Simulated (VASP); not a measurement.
# NaCl (lda): relaxation of cell and atoms with LDA

Crystal: NaCl (lda).

```
Na Cl
1.0
     0.00000    2.81000    2.81000
     2.81000    0.00000    2.81000
     2.81000    2.81000    0.00000
Na Cl
1 1
Direct
  0.00000 0.00000 0.00000
  0.50000 0.50000 0.50000
```

```yaml
Program: VASP 6.6.1
Task: relaxation of cell and atoms
Functional: LDA
Potentials_or_basis: VASP PAW LDA potentials, release 64 (Na_pv, Cl)
Cutoff: 600 eV
k_mesh: 8 × 8 × 8
Occupations: gaussian, width 0.02 eV
Spin: no spin polarisation
Target_pressure: 12 GPa
Dipole_correction: no
Further_INCAR_settings: ALGO = Normal; EDIFF = 1e-06; IBRION = 2; EDIFFG = -0.002; NSW = 100; ISIF = 3
```

```yaml
Relaxed_volume: 16.38 Å³/atom
Relaxed_cell: a = 3.591 Å, b = 3.591 Å, c = 3.591 Å, α = 60.00°, β = 60.00°, γ = 60.00°
Space_group_after_relaxing_to_0.05_Å: Fm-3m (No. 225)
Energy_change_on_relaxing_the_enthalpy_is_what_falls: +108.7 meV/atom
Ionic_steps: 3
Pressure_after_relaxing: 12.0 GPa
Band_gap_on_the_k_mesh: 6.21 eV, direct
```

The path:
```
step  energy change (eV)  largest force (eV/Å)  pressure (GPa)  volume (Å³)
   1              0.0000                0.0000           -2.19        44.38
   2              0.2055                0.0000           11.58        32.92
   3              0.2173                0.0000           12.01        32.76
```

Final structure:
```
Na Cl
1.0
     0.00000    2.53955    2.53955
     2.53955    0.00000    2.53955
     2.53955    2.53955    0.00000
Na Cl
1 1
Direct
  0.00000 0.00000 0.00000
  0.50000 0.50000 0.50000
```

Levels at points of the mesh, in eV from the valence-band top:
```tsv
k point	band 4	band 5	band 6	band 7	band 8	band 9	band 10	band 11
(0.00, 0.00, 0.00)	-13.57	0.00	0.00	0.00	6.21	10.98	10.98	10.98
(0.50, 0.00, 0.00)	-12.70	-3.22	-0.53	-0.53	7.38	11.35	11.35	13.05
(0.50, 0.50, 0.00)	-12.66	-2.76	-1.00	-1.00	7.21	8.04	13.43	16.22
```

It took 21 s on 1 thread of AMD EPYC 7R43 64-Core Processor (Zen 3), on a shared host, peak memory 0.12 GiB.

Caveat: the cell is relaxed towards a set pressure, so the enthalpy falls and the energy may rise; the volume moved by over 15 % at a fixed basis, so the end points are rough. A hybrid or GW would open this gap; LDA tends to underestimate it.
